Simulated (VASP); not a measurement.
# Hg2Se (Fm-3m) in VASP: notebook, part 3 of 3

VASP 6.6.1. The steps go on from the part before.

### 5 Single point, PBE

This run uses another cell than the first one, of 25.97 Å³/atom, 0.917 times its volume.

INCAR reads:

```
  PREC = Accurate
  ENCUT = 520
  EDIFF = 1E-6
  ISMEAR = 0
  SIGMA = 0.1
  LREAL = F
  LASPH = T
  NELM = 100
  ALGO = Normal
  ISIF = 2
  LWAVE = F
  LCHARG = T
  GGA = PE
  LELF = T
  LVHAR = T
  NBANDS = 22
```

KPOINTS reads:

```
regular mesh
0
Gamma
  4 4 4
```

POSCAR reads:

```
Hg2Se
1.0
    0.0000000000      3.3900208400      3.3900208400
    3.3900208400      0.0000000000      3.3900208400
    3.3900208400      3.3900208400      0.0000000000
Hg Se
2 1
Direct
    0.2500000000      0.2500000000      0.2500000000
    0.7500000000      0.7500000000      0.7500000000
    0.0000000000      0.0000000000      0.0000000000
```

Potentials or basis: VASP PAW PBE potentials, release 64 (Hg, Se).

On the command line:

```console
$ cat potpaw_PBE.64/Hg/POTCAR potpaw_PBE.64/Se/POTCAR > POTCAR
$ mpirun -np 1 vasp_std > vasp.out
```

OUTCAR:

```text
PREC = Accurate
   ENCUT = 520
   EDIFF = 1E-6
   ISMEAR = 0
   LREAL = F
   LASPH = T
   NELM = 100
   ISIF = 2
   GGA = PE

 ion  position               nearest neighbor table
   1  0.250  0.250  0.250-   3 2.94   3 2.94   3 2.94   3 2.94   2 3.39   2 3.39   2 3.39   2 3.39
                             2 3.39   2 3.39
   2  0.750  0.750  0.750-   3 2.94   3 2.94   3 2.94   3 2.94   1 3.39   1 3.39   1 3.39   1 3.39
                             1 3.39   1 3.39
   3  0.000  0.000  0.000-   2 2.94   2 2.94   2 2.94   1 2.94   2 2.94   1 2.94   1 2.94   1 2.94

  LATTYP: Found a face centered cubic cell.
 ALAT       =     6.7800416800

  Lattice vectors:

 A1 = (   0.0000000000,   3.3900208400,   3.3900208400)
 A2 = (   3.3900208400,   0.0000000000,   3.3900208400)
 A3 = (   3.3900208400,   3.3900208400,   0.0000000000)

Analysis of symmetry for initial positions (statically):
=====================================================================
 Subroutine PRICEL returns:
 Original cell was already a primitive cell.

 Routine SETGRP: Setting up the symmetry group for a
 face centered cubic supercell.

 Subroutine GETGRP returns: Found 48 space group operations
 (whereof 48 operations were pure point group operations)
 out of a pool of 48 trial point group operations.

The static configuration has the point symmetry O_h .

Analysis of symmetry for dynamics (positions and initial velocities):
=====================================================================
 Subroutine PRICEL returns:
 Original cell was already a primitive cell.

 Routine SETGRP: Setting up the symmetry group for a
 face centered cubic supercell.

 Subroutine GETGRP returns: Found 48 space group operations
 (whereof 48 operations were pure point group operations)
 out of a pool of 48 trial point group operations.

The dynamic configuration has the point symmetry O_h .

 Subroutine INISYM returns: Found 48 space group operations
 (whereof 48 operations are pure point group operations),
 and found     1 'primitive' translations

----------------------------------------------------------------------------------------

                                     Primitive cell

  volume of cell :      77.9179

  direct lattice vectors                    reciprocal lattice vectors
     0.000000000  3.390020840  3.390020840    -0.147491719  0.147491719  0.147491719
     3.390020840  0.000000000  3.390020840     0.147491719 -0.147491719  0.147491719
     3.390020840  3.390020840  0.000000000     0.147491719  0.147491719 -0.147491719

  length of vectors
     4.794213449  4.794213449  4.794213449     0.255463150  0.255463150  0.255463150

  position of ions in fractional coordinates (direct lattice)
     0.250000000  0.250000000  0.250000000
     0.750000000  0.750000000  0.750000000
     0.000000000  0.000000000  0.000000000

  ion indices of the primitive-cell ions
   primitive index   ion index
                 1           1
                 2           2
                 3           3

----------------------------------------------------------------------------------------

 KPOINTS: regular mesh

Automatic generation of k-mesh.
 Grid dimensions read from file:
 generate k-points for:    4    4    4

 Generating k-lattice:

  Cartesian coordinates                     Fractional coordinates (reciprocal lattice)
    -0.036872930  0.036872930  0.036872930     0.250000000  0.000000000  0.000000000
     0.036872930 -0.036872930  0.036872930     0.000000000  0.250000000  0.000000000
     0.036872930  0.036872930 -0.036872930     0.000000000  0.000000000  0.250000000

  Length of vectors
     0.063865788  0.063865788  0.063865788

  Shift w.r.t. Gamma in fractional coordinates (k-lattice)
     0.000000000  0.000000000  0.000000000

 Subroutine IBZKPT returns following result:
 ===========================================

 Found      8 irreducible k-points:

 Following reciprocal coordinates:
            Coordinates               Weight
  0.000000  0.000000  0.000000      1.000000
  0.250000  0.000000  0.000000      8.000000
  0.500000  0.000000  0.000000      4.000000
  0.250000  0.250000  0.000000      6.000000
  0.500000  0.250000  0.000000     24.000000
 -0.250000  0.250000  0.000000     12.000000
  0.500000  0.500000  0.000000      3.000000
 -0.250000  0.500000  0.250000      6.000000
   k-points           NKPTS =      8   k-points in BZ     NKDIM =      8   number of bands    NBANDS=     22
   number of dos      NEDOS =    301   number of ions     NIONS =      3
   total plane-waves  NPLWV =  46656
   dimension x,y,z NGX =    36 NGY =   36 NGZ =   36
   dimension x,y,z NGXF=    72 NGYF=   72 NGZF=   72
   ions per type =               2   1
   NGX,Y,Z   is equivalent  to a cutoff of  12.48, 12.48, 12.48 a.u.
   NGXF,Y,Z  is equivalent  to a cutoff of  24.97, 24.97, 24.97 a.u.
 SYSTEM =  unknown system
   PREC   = accura    normal or accurate (medium, high low for compatibility)
   ISTART =      0    job   : 0-new  1-cont  2-samecut
   ICHARG =      2    charge: 1-file 2-atom 10-const
   ISPIN  =      1    spin polarized calculation?
   LNONCOLLINEAR =      F non collinear calculations
   LSORBIT =      F    spin-orbit coupling
   LASPH  =      T    aspherical Exc in radial PAW
   ENCUT  =  520.0 eV  38.22 Ry    6.18 a.u.   8.91  8.91  8.91*2*pi/ulx,y,z
   NELM   =    100;   NELMIN=  2; NELMDL= -5     # of ELM steps
   EDIFF  = 0.1E-05   stopping-criterion for ELM
   LREAL  =      F    real-space projection
   EDIFFG = 0.1E-04   stopping-criterion for IOM
   NSW    =      0    number of steps for IOM
   IBRION =     -1    ionic relax: 0-MD 1-quasi-New 2-CG
   NFREE  =      0    steps in history (QN), initial steepest desc. (CG)
   ISIF   =      2    stress and relaxation
   ISYM   =      2    0-nonsym 1-usesym 2-fastsym
   POTIM  = 0.5000    time-step for ionic-motion
   TEBEG  =    0.0;   TEEND  =   0.0 temperature during run
   PSTRESS=    0.0 pullay stress
   NELECT =      30.0000    total number of electrons
   NUPDOWN=      -1.0000    fix difference up-down
   EMIN   =  10.00;   EMAX   =-10.00  energy-range for DOS
   EFERMI =   0.00;   METHOD = LEGACY
   ISMEAR =     0;   SIGMA  =   0.10  broadening in eV -4-tet -1-fermi 0-gaus
   EFERMI_NEDOS =   21; number of points for ismear=-14 and -15
   IALGO  =     38    algorithm
   IMIX   =      4    mixing-type and parameters
     AMIX     =   0.40;   BMIX     =  1.00
     AMIX_MAG =   1.60;   BMIX_MAG =  1.00
  volume/ion in A,a.u.               =      25.97       175.27
  Fermi-wavevector in a.u.,A,eV,Ry     =   1.190976  2.250618 19.298817  1.418423
  Thomas-Fermi vector in A             =   2.327048
   LORBIT       =      0    0 simple, 1 ext, 2 COOP (PROOUT), +10 PAW based schemes
   GGA     = PE    functional components
   LHFCALC =     F    Hartree Fock is set to
   AEXX    =    0.0000 exact exchange contribution
   IVDW    =     0    specifies the selected vdW correction
   LEPSILON=     F    determine dielectric tensor
   LRPA    =     F    only Hartree local field effects (RPA)
 non-spin polarized calculation
 Gauss-broadening in eV      SIGMA  =   0.10
  energy-cutoff  :      520.00
  volume of cell :       77.92
 maximum number of plane-waves:      2120
   NGX = 17   NGY = 17   NGZ = 17

 number of electron      30.0000002 magnetization

 Free energy of the ion-electron system (eV)
  ---------------------------------------------------
  ext. energy  EPLUGINS =         0.00000000
  ---------------------------------------------------
  free energy    TOTEN  =        -3.62533090 eV

  energy without entropy =       -3.62533090  energy(sigma->0) =       -3.62533090

 E-fermi :   2.6859     XC(G=0):  -9.8191

 val. band max:        2.2373178857   @ k =   0.2500   0.2500   0.0000
 cond. band min:       3.1364966547   @ k =  -0.2500   0.2500   0.0000
 fundamental gap:      0.8991787690
 Fermi energy:         2.6859109729

 k-point     1 :       0.0000    0.0000    0.0000
  band No.  band energies     occupation
      1     -11.2322      2.00000
      2      -4.8953      2.00000
      3      -4.8953      2.00000
      4      -4.8953      2.00000
      5      -4.6634      2.00000
      6      -4.6634      2.00000
[... 174 lines left out ...]
      6      -4.2151      2.00000
[... 14 lines left out ...]
     21      11.3129      0.00000
     22      11.8625      0.00000

------------------------ aborting loop because EDIFF is reached ----------------------------------------

  FORCE on cell =-STRESS in cart. coord.  units (eV):
  Direction    XX          YY          ZZ          XY          YZ          ZX
  --------------------------------------------------------------------------------------
  -------------------------------------------------------------------------------------
  Total        1.5405988      1.5405988      1.5405988     -0.0000000      0.0000000     -0.0000000
  in kB       31.6783846     31.6783846     31.6783846     -0.0000000      0.0000000     -0.0000000
  external PRESSURE =      31.6783846 kB  Pullay stress =       0.0000000 kB

 VOLUME and BASIS-vectors are now :
 -----------------------------------------------------------------------------
  energy-cutoff  :      520.00
  volume of cell :       77.92
      direct lattice vectors                 reciprocal lattice vectors
     0.000000000  3.390020840  3.390020840    -0.147491719  0.147491719  0.147491719
     3.390020840  0.000000000  3.390020840     0.147491719 -0.147491719  0.147491719
     3.390020840  3.390020840  0.000000000     0.147491719  0.147491719 -0.147491719

 POSITION                                       TOTAL-FORCE (eV/Angst)
 -----------------------------------------------------------------------------------
      1.69501      1.69501      1.69501        -0.000000     -0.000000      0.000000
      5.08503      5.08503      5.08503         0.000000      0.000000     -0.000000
      0.00000      0.00000      0.00000         0.000000      0.000000     -0.000000
 -----------------------------------------------------------------------------------
    total drift:                                0.000000      0.000000      0.000000

  FREE ENERGIE OF THE ION-ELECTRON SYSTEM (eV)
  ---------------------------------------------------
  free  energy   TOTEN  =        -3.6253308985 eV

  energy  without entropy=       -3.6253308984  energy(sigma->0) =       -3.62533090
```

OSZICAR:

```text
N       E                     dE             d eps       ncg     rms          rms(c)
DAV:   1     0.210509959903E+03    0.21051E+03   -0.14776E+04   352   0.126E+03
DAV:   2     0.385108288853E+01   -0.20666E+03   -0.19556E+03   400   0.312E+02
DAV:   3    -0.384625638625E+01   -0.76973E+01   -0.76557E+01   400   0.605E+01
DAV:   4    -0.387594419324E+01   -0.29688E-01   -0.29684E-01   388   0.398E+00
DAV:   5    -0.387607172099E+01   -0.12753E-03   -0.12753E-03   412   0.240E-01    0.693E+00
DAV:   6    -0.362739819494E+01    0.24867E+00   -0.62026E-01   424   0.747E+00    0.519E+00
DAV:   7    -0.362637789935E+01    0.10203E-02   -0.92078E-02   352   0.168E+00    0.239E+00
DAV:   8    -0.362543870592E+01    0.93919E-03   -0.95792E-03   376   0.989E-01    0.142E-01
DAV:   9    -0.362527802505E+01    0.16068E-03   -0.13592E-03   394   0.370E-01    0.346E-02
DAV:  10    -0.362532018259E+01   -0.42158E-04   -0.12025E-04   382   0.807E-02    0.266E-02
DAV:  11    -0.362533097248E+01   -0.10790E-04   -0.23935E-05   388   0.386E-02    0.668E-03
DAV:  12    -0.362533089847E+01    0.74016E-07   -0.23401E-06   334   0.107E-02
   1 F= -.36253309E+01 E0= -.36253309E+01  d E =-.262175E-10
```

stdout:

```text
POSCAR found type information on POSCAR HgSe
 POSCAR found :  2 types and       3 ions
 scaLAPACK will be used
 LDA part: xc-table for (Slater+PW92), standard interpolation
 POSCAR, INCAR and KPOINTS ok, starting setup
 FFT: planning ... GRIDC
 FFT: planning ... GRID_SOFT
 FFT: planning ... GRID
 WAVECAR not read
 entering main loop
```

Wall time 24 s (1 thread of AMD EPYC 7R43 (Zen 3), shared host); peak memory 0.17 GiB.

Results:

```yaml
Free_energy: -3.6253 eV
Pressure: 3.2 GPa
Band_gap_on_the_k_mesh: zero (band 15 reaches 3.39 eV, above the bottom of band 16 at 2.24 eV)
```

Caveat: the k points lie up to 0.40 Å⁻¹ apart; spin-orbit coupling is left out, which moves the levels of the heavy elements.

### 6 Relaxation of cell and atoms, PBE

This run uses another cell than the first one, of 25.97 Å³/atom, 0.917 times its volume.

INCAR reads:

```
  PREC = Accurate
  ENCUT = 600
  EDIFF = 1E-6
  ISMEAR = 0
  SIGMA = 0.1
  LREAL = False
  LASPH = True
  NELM = 60
  ALGO = Normal
  ISIF = 3
  LWAVE = False
  LCHARG = False
  GGA = PE
  IBRION = 2
  NSW = 100
  EDIFFG = -0.01
```

KPOINTS reads:

```
Automatic mesh
0
Gamma
  12 12 12
```

POSCAR is that of step 5.

Potentials or basis: VASP PAW PBE potentials, release 64 (Hg, Se).

On the command line:

```console
$ cat potpaw_PBE.64/Hg/POTCAR potpaw_PBE.64/Se/POTCAR > POTCAR
$ mpirun -np 1 vasp_std > vasp.out
```

It took 8 min on 1 thread of AMD EPYC 7R43 (Zen 3), shared host; peak memory 0.28 GiB.

The run converged. Its results:

```
Free energy                            : -3.5668 eV
Relaxed volume                         : 28.44 Å³/atom
Relaxed cell                           : a = 4.941 Å, b = 4.941 Å, c = 4.941 Å, α = 60.00°, β = 60.00°, γ = 60.00°
Space group after relaxing (to 0.05 Å) : Fm-3m (No. 225)
Energy gained by relaxing              : 28.2 meV/atom
Ionic steps                            : 3
Pressure after relaxing                : 0.0 GPa
Band gap on the k mesh                 : zero (band 15 reaches 2.49 eV, above the bottom of band 16 at 1.17 eV)
```

The path:
| step | energy change (eV) | largest force (eV/Å) | pressure (GPa) | volume (Å³) |
| --- | --- | --- | --- | --- |
| 1 | 0.0000 | 0.0000 | 4.03 | 77.92 |
| 2 | -0.0844 | 0.0000 | -0.08 | 85.52 |
| 3 | -0.0845 | 0.0000 | 0.00 | 85.32 |

Final structure:
```
Hg Se
1.0
     0.00000    3.49413    3.49413
     3.49413    0.00000    3.49413
     3.49413    3.49413    0.00000
Hg Se
2 1
Direct
  0.25000 0.25000 0.25000
  0.75000 0.75000 0.75000
  0.00000 0.00000 0.00000
```

Levels at points of the mesh, in eV from the Fermi level:
```
           k point  band 13  band 14  band 15  band 16  band 17  band 18
(0.00, 0.00, 0.00)    -1.26    -1.26    -1.26     0.60     2.67     2.67
(0.50, 0.00, 0.00)    -2.83    -1.78    -1.78     1.95     3.74     3.74
(0.50, 0.50, 0.00)    -2.90    -2.90    -1.70     1.02     2.17     5.62
```

Caveat: spin-orbit coupling is left out, which moves the levels of the heavy elements.

### 7 Overview

```csv
task,cell,k mesh,cutoff (eV),gap on the mesh (eV),pressure (GPa),relaxed volume (Å³/atom)
single point,"a = 4.935 Å, angles 60.0°, 3 atoms",12 × 12 × 12,520,none,0.1,-
relaxation of cell and atoms,"relaxed from a = 4.935 Å, angles 60.0°, 3 atoms",12 × 12 × 12,600,none,0.0,28.45
single point,"a = 4.794 Å, angles 60.0°, 3 atoms",4 × 4 × 4,520,none,3.2,-
relaxation of cell and atoms,"relaxed from a = 4.794 Å, angles 60.0°, 3 atoms",12 × 12 × 12,600,none,0.0,28.44
```

Alike in all rows: level PBE; potentials or basis VASP PAW PBE potentials, release 64 (Hg, Se); no spin polarisation; smearing gaussian 0.1 eV.

Caveats: some runs use coarse meshes; spin-orbit coupling is left out, which moves the levels of the heavy elements.

Total energies depend on the potentials used, so only differences within one code and one set of settings carry meaning.
